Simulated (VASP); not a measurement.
# ReHg2Sb2 (P4/mmm) in VASP: a series of runs

ReHg2Sb2 is run at these levels: PBE; tasks: single point.

Everything below comes from runs of VASP 6.6.1. Logs are shortened: lines on timing, memory, paths and dates and some standing lists are left out, and cuts for length are marked.

**1. The cell of the first run**

The structure is tetragonal, space group P4/mmm (No. 123). The conventional cell has a = 3.656 Å, b = 3.656 Å, c = 9.917 Å, α = 90.00°, β = 90.00°, γ = 90.00°. Within 3.9 Å of Re (site symmetry 4/mmm) lie 8 Sb at 3.00 Å and 4 Re at 3.66 Å. Within 3.4 Å of Hg (site symmetry mmm) lie 4 Hg at 2.59 Å. Within 3.9 Å of Sb (site symmetry 4mm) lie 4 Re at 3.00 Å and 5 Sb at 3.03 to 3.66 Å and 4 Hg at 3.90 Å.

The cell was generated, and may not be a known phase.

**2. Single point, PBE**

Input file INCAR:

```
SYSTEM = ReHg2Sb2
  PREC = Accurate
  ENCUT = 560
  EDIFF = 1E-6
  ISMEAR = 0
  SIGMA = 0.1
  LREAL = .FALSE.
  LASPH = .TRUE.
  NELM = 120
  ALGO = Normal
  ISIF = 2
  LWAVE = .FALSE.
  LCHARG = .FALSE.
  GGA = PE
  NBANDS = 50
  GGA_COMPAT = .FALSE.
```

Input file KPOINTS:

```
Automatic mesh
0
G
  6 6 2
  0 0 0
```

Input file POSCAR:

```
ReHg2Sb2
1.0
    3.6563488553      0.0000000000      0.0000000000
    0.0000000000      3.6563488553      0.0000000000
    0.0000000000      0.0000000000      9.9169570659
Re Hg Sb
1 2 2
Direct
    0.0000000000      0.0000000000      0.0000000000
    0.0000000000      0.5000000000      0.5000000000
    0.5000000000      0.0000000000      0.5000000000
    0.5000000000      0.5000000000      0.1527586267
    0.5000000000      0.5000000000      0.8472413733
```

Potentials or basis: VASP PAW PBE potentials, release 64 (Re_sv_GW, Hg_sv_GW, Sb_d_GW).

Run with:

```bash
$ cat potpaw_PBE.64/Re_sv_GW/POTCAR potpaw_PBE.64/Hg_sv_GW/POTCAR potpaw_PBE.64/Sb_d_GW/POTCAR > POTCAR
$ mpirun -np 1 vasp_std > vasp.out
```

OUTCAR:

```text
SYSTEM = ReHg2Sb2
   PREC = Accurate
   ENCUT = 560
   EDIFF = 1E-6
   ISMEAR = 0
   LREAL = .FALSE.
   LASPH = .TRUE.
   NELM = 120
   ISIF = 2
   GGA = PE

 ion  position               nearest neighbor table
   1  0.000  0.000  0.000-   4 3.00   5 3.00   4 3.00   5 3.00   4 3.00   5 3.00   4 3.00   5 3.00

   2  0.000  0.500  0.500-   3 2.59   3 2.59   3 2.59   3 2.59
   3  0.500  0.000  0.500-   2 2.59   2 2.59   2 2.59   2 2.59
   4  0.500  0.500  0.153-   1 3.00   1 3.00   1 3.00   1 3.00   5 3.03
   5  0.500  0.500  0.847-   1 3.00   1 3.00   1 3.00   1 3.00   4 3.03

  LATTYP: Found a simple tetragonal cell.
 ALAT       =     3.6563488553
 C/A-ratio  =     2.7122568055

  Lattice vectors:

 A1 = (   3.6563488553,   0.0000000000,   0.0000000000)
 A2 = (   0.0000000000,   3.6563488553,   0.0000000000)
 A3 = (   0.0000000000,   0.0000000000,   9.9169570659)

Analysis of symmetry for initial positions (statically):
=====================================================================
 Subroutine PRICEL returns:
 Original cell was already a primitive cell.

 Routine SETGRP: Setting up the symmetry group for a
 simple tetragonal supercell.

 Subroutine GETGRP returns: Found 16 space group operations
 (whereof 16 operations were pure point group operations)
 out of a pool of 16 trial point group operations.

The static configuration has the point symmetry D_4h.

Analysis of symmetry for dynamics (positions and initial velocities):
=====================================================================
 Subroutine PRICEL returns:
 Original cell was already a primitive cell.

 Routine SETGRP: Setting up the symmetry group for a
 simple tetragonal supercell.

 Subroutine GETGRP returns: Found 16 space group operations
 (whereof 16 operations were pure point group operations)
 out of a pool of 16 trial point group operations.

The dynamic configuration has the point symmetry D_4h.

 Subroutine INISYM returns: Found 16 space group operations
 (whereof 16 operations are pure point group operations),
 and found     1 'primitive' translations

----------------------------------------------------------------------------------------

                                     Primitive cell

  volume of cell :     132.5787

  direct lattice vectors                    reciprocal lattice vectors
     3.656348855  0.000000000  0.000000000     0.273496879  0.000000000  0.000000000
     0.000000000  3.656348855  0.000000000     0.000000000  0.273496879  0.000000000
[... 88 lines left out ...]
   EDIFFG = 0.1E-04   stopping-criterion for IOM
   NSW    =      0    number of steps for IOM
   IBRION =     -1    ionic relax: 0-MD 1-quasi-New 2-CG
   NFREE  =      0    steps in history (QN), initial steepest desc. (CG)
   ISIF   =      2    stress and relaxation
   ISYM   =      2    0-nonsym 1-usesym 2-fastsym
   POTIM  = 0.5000    time-step for ionic-motion
   TEBEG  =    0.0;   TEEND  =   0.0 temperature during run
   PSTRESS=    0.0 pullay stress
   NELECT =      85.0000    total number of electrons
   NUPDOWN=      -1.0000    fix difference up-down
   EMIN   =  10.00;   EMAX   =-10.00  energy-range for DOS
   EFERMI =   0.00;   METHOD = LEGACY
   ISMEAR =     0;   SIGMA  =   0.10  broadening in eV -4-tet -1-fermi 0-gaus
   EFERMI_NEDOS =   21; number of points for ismear=-14 and -15
   IALGO  =     38    algorithm
   IMIX   =      4    mixing-type and parameters
     AMIX     =   0.40;   BMIX     =  1.00
     AMIX_MAG =   1.60;   BMIX_MAG =  1.00
  volume/ion in A,a.u.               =      26.52       178.94
  Fermi-wavevector in a.u.,A,eV,Ry     =   1.411638  2.667608 27.112615  1.992721
  Thomas-Fermi vector in A             =   2.533469
   LORBIT       =      0    0 simple, 1 ext, 2 COOP (PROOUT), +10 PAW based schemes
   GGA     = PE    functional components
   LHFCALC =     F    Hartree Fock is set to
   AEXX    =    0.0000 exact exchange contribution
   IVDW    =     0    specifies the selected vdW correction
   LEPSILON=     F    determine dielectric tensor
   LRPA    =     F    only Hartree local field effects (RPA)
 non-spin polarized calculation
 Gauss-broadening in eV      SIGMA  =   0.10
  energy-cutoff  :      560.00
  volume of cell :      132.58
 maximum number of plane-waves:      4028
   NGX = 15   NGY = 15   NGZ = 39

 number of electron      85.0000018 magnetization

 Free energy of the ion-electron system (eV)
  ---------------------------------------------------
  ext. energy  EPLUGINS =         0.00000000
  ---------------------------------------------------
  free energy    TOTEN  =       -19.35098532 eV

  energy without entropy =      -19.33737043  energy(sigma->0) =      -19.34417787

 E-fermi :   5.7664     XC(G=0): -10.4856

 val. band max:        5.7552085164   @ k =   0.3333   0.3333   0.0000
 cond. band min:       5.7768420908   @ k =   0.5000   0.1667   0.5000
 fundamental gap:      0.0216335744
 Fermi energy:         5.7664462244

 k-point     1 :       0.0000    0.0000    0.0000
  band No.  band energies     occupation
      1    -110.1653      2.00000
      2    -110.1375      2.00000
      3     -74.2891      2.00000
      4     -58.6776      2.00000
      5     -58.6776      2.00000
      6     -58.4287      2.00000
[... 1049 lines left out ...]
     49       8.6644      0.00000
     50       8.7082      0.00000

------------------------ aborting loop because EDIFF is reached ----------------------------------------

  FORCE on cell =-STRESS in cart. coord.  units (eV):
  Direction    XX          YY          ZZ          XY          YZ          ZX
  --------------------------------------------------------------------------------------
  -------------------------------------------------------------------------------------
  Total        0.0713806      0.0713806     -0.2569043      0.0000000      0.0000000      0.0000000
  in kB        0.8626148      0.8626148     -3.1046183      0.0000000      0.0000000      0.0000000
  external PRESSURE =      -0.4597962 kB  Pullay stress =       0.0000000 kB

 VOLUME and BASIS-vectors are now :
 -----------------------------------------------------------------------------
  energy-cutoff  :      560.00
  volume of cell :      132.58
      direct lattice vectors                 reciprocal lattice vectors
     3.656348855  0.000000000  0.000000000     0.273496879  0.000000000  0.000000000
     0.000000000  3.656348855  0.000000000     0.000000000  0.273496879  0.000000000
     0.000000000  0.000000000  9.916957066     0.000000000  0.000000000  0.100837383

 POSITION                                       TOTAL-FORCE (eV/Angst)
 -----------------------------------------------------------------------------------
      0.00000      0.00000      0.00000        -0.000000     -0.000000      0.000000
      0.00000      1.82817      4.95848        -0.000000     -0.000000      0.000000
      1.82817      0.00000      4.95848        -0.000000     -0.000000      0.000000
      1.82817      1.82817      1.51490        -0.000000     -0.000000     -0.011622
      1.82817      1.82817      8.40206         0.000000      0.000000      0.011622
 -----------------------------------------------------------------------------------
    total drift:                                0.000000     -0.000000      0.000000

  FREE ENERGIE OF THE ION-ELECTRON SYSTEM (eV)
  ---------------------------------------------------
  free  energy   TOTEN  =       -19.3509853159 eV

  energy  without entropy=      -19.3373704335  energy(sigma->0) =      -19.34417787
```

Run time: 4 min. Hardware: 1 thread of Intel Xeon Platinum 8488C (Sapphire Rapids), shared host; peak memory 0.36 GiB.

What came out:

- Free energy: -19.3510 eV
- Pressure: 0.0 GPa
- Largest force: 0.012 eV/Å
- Band gap on the k mesh: zero (an odd number of electrons rules out a gap without spin polarisation)

Forces in eV/Å, atoms in the order of the input:
```
Re   0.000  0.000  0.000
Hg   0.000  0.000  0.000
Hg   0.000  0.000  0.000
Sb   0.000  0.000 -0.012
Sb   0.000  0.000  0.012
```

Stress tensor (GPa, compression positive):
```
 0.09  0.00  0.00
 0.00  0.09  0.00
 0.00  0.00 -0.31
```

Caveat: spin-orbit coupling is left out, which moves the levels of the heavy elements.

**3. Single point, PBE**

This run uses another cell than the first one, of 26.44 Å³/atom.

Input file INCAR:

```
SYSTEM = ReHg2Sb2
  ALGO = Normal
  EDIFF = 1E-6
  ENCUT = 560
  GGA = PE
  GGA_COMPAT = .FALSE.
  ISIF = 2
  ISMEAR = 0
  LASPH = .TRUE.
  LCHARG = .TRUE.
  LELF = .TRUE.
  LREAL = .FALSE.
  LVHAR = .TRUE.
  LWAVE = .FALSE.
  NBANDS = 50
  NELM = 120
  PREC = Accurate
  SIGMA = 0.1
```

Input file KPOINTS:

```
k-points
0
G
  10 10 4
  0 0 0
```

Input file POSCAR:

```
ReHg2Sb2
1.0
    3.6669473802      0.0000000000      0.0000000000
    0.0000000000      3.6669473802      0.0000000000
    0.0000000000      0.0000000000      9.8302712320
Re Hg Sb
1 2 2
Direct
    0.0000000000      0.0000000000      0.0000000000
    0.0000000000      0.5000000000      0.5000000000
    0.5000000000      0.0000000000      0.5000000000
    0.5000000000      0.5000000000      0.1537202515
    0.5000000000      0.5000000000      0.8462797485
```

Potentials or basis: VASP PAW PBE potentials, release 64 (Re_sv_GW, Hg_sv_GW, Sb_d_GW).

Run with:

```bash
$ cat potpaw_PBE.64/Re_sv_GW/POTCAR potpaw_PBE.64/Hg_sv_GW/POTCAR potpaw_PBE.64/Sb_d_GW/POTCAR > POTCAR
$ mpirun -np 1 vasp_std > vasp.out
```

It took 16 min on 1 thread of Intel Xeon Platinum 8259CL at 2.50GHz (Skylake/Cascade Lake), shared host; peak memory 0.63 GiB.

Results (log left out):

- Free energy: -19.3722 eV
- Pressure: -0.2 GPa
- Band gap on the k mesh: zero (an odd number of electrons rules out a gap without spin polarisation)

Stress tensor (GPa, compression positive):
```
-0.15  0.00  0.00
 0.00 -0.15  0.00
 0.00  0.00 -0.28
```

Levels at points of the mesh, in eV from the Fermi level:
| k point | band 39 | band 40 | band 41 | band 42 | band 43 | band 44 | band 45 | band 46 | band 47 | band 48 |
| --- | --- | --- | --- | --- | --- | --- | --- | --- | --- | --- |
| (0.00, 0.00, 0.00) | -1.46 | -1.46 | -0.60 | 0.17 | 0.34 | 0.34 | 3.37 | 3.59 | 3.59 | 3.63 |
| (0.50, 0.00, 0.00) | -2.49 | -1.95 | -1.36 | -1.06 | -0.50 | 0.43 | 2.36 | 2.82 | 2.98 | 4.01 |
| (0.50, 0.50, 0.00) | -3.06 | -1.58 | -0.88 | -0.87 | -0.12 | -0.12 | 0.51 | 0.88 | 1.87 | 1.88 |
| (0.00, 0.00, 0.50) | -1.46 | -0.69 | -0.60 | 0.38 | 0.38 | 1.14 | 1.17 | 3.23 | 3.23 | 3.93 |
| (0.50, 0.00, 0.50) | -2.67 | -2.49 | -1.48 | -0.61 | -0.50 | 0.43 | 2.04 | 2.79 | 3.74 | 4.21 |
| (0.50, 0.50, 0.50) | -2.51 | -1.63 | -1.48 | -1.01 | -0.19 | -0.19 | 0.51 | 0.88 | 2.60 | 2.89 |

Caveat: spin-orbit coupling is left out, which moves the levels of the heavy elements.

The gap in the log of VASP goes by the Fermi energy; the results here count the filled bands.